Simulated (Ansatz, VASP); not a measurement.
## Two plane-wave programs on Pt

```xyz
1
Lattice="0.0000 1.9700 1.9700 1.9700 0.0000 1.9700 1.9700 1.9700 0.0000" Properties=species:S:1:pos:R:3 pbc="T T T"
Pt    0.0000    0.0000    0.0000
```

Alike in both runs: functional r2SCAN; k mesh 36 × 36 × 36; occupations gaussian, width 0.1 eV; no spin polarisation.

Ansatz relaxed the structure, and its values are those at the end. VASP's run is a single point on that final structure, the one shown.

```csv
,VASP,Ansatz
version,VASP 6.6.1,Ansatz 0.2.0
potentials or method,"VASP PAW PBE potentials, release 64 (Pt)","scalar-relativistic, plane waves, PAW"
plane-wave cutoff (eV),520,500
valence electrons in the cell,10,18
```

Ansatz gave:

| Item | Value |
| --- | --- |
| gap on the k mesh at the Fermi level (eV) | none |
| pressure (GPa) | 0.0 |

**Question.** Which values does VASP return?

**Answer.** gap on the k mesh at the Fermi level (eV): none; pressure (GPa): 0.7.

VASP's potentials were made for PBE, not for r2SCAN. A gap of «none» marks a metal or a gap that the smearing closes. With one functional, cell and mesh, what is left measures potentials, basis and numerics. VASP's potentials hold 10 valence electrons a cell and Ansatz's 18, so a difference there can come from the potentials and not from the codes.

Neither program's run includes spin-orbit coupling.
